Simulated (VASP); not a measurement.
A run of VASP 6.6.1:

The input INCAR:

```
ALGO = Normal ; EDIFF = 1E-7
ENCUT = 520 ; ISIF = 2
ISMEAR = -1 ; LASPH = T
LCHARG = F ; LREAL = F
LWAVE = F ; NBANDS = 19
NELM = 60 ; PREC = Accurate
SIGMA = 0.1
```

File KPOINTS:

```
k-points
0
Gamma
  18 18 8
```

POSCAR

```
Cd
1.0
    2.8818641727      0.0000000000      0.0000000000
   -1.4409320863      2.4957675838      0.0000000000
    0.0000000000      0.0000000000      5.6383707528
Cd
2
Direct
    0.3333333333      0.6666666667      0.2500000000
    0.6666666667      0.3333333333      0.7500000000
```

Potentials or basis: VASP PAW LDA potentials, release 64 (Cd).

The run is started by

```console
$ cat potpaw_LDA.64/Cd/POTCAR > POTCAR
$ mpirun -np 1 vasp_std > vasp.out
```

Hardware: 1 thread of AMD EPYC 7R13, with other jobs on the host.

Estimate the wall time of this run.

Wall time 2.1 min on 1 thread of AMD EPYC 7R13, with other jobs on the host, peak memory 0.2 GiB. Counts: scf iterations 11, k points 185.
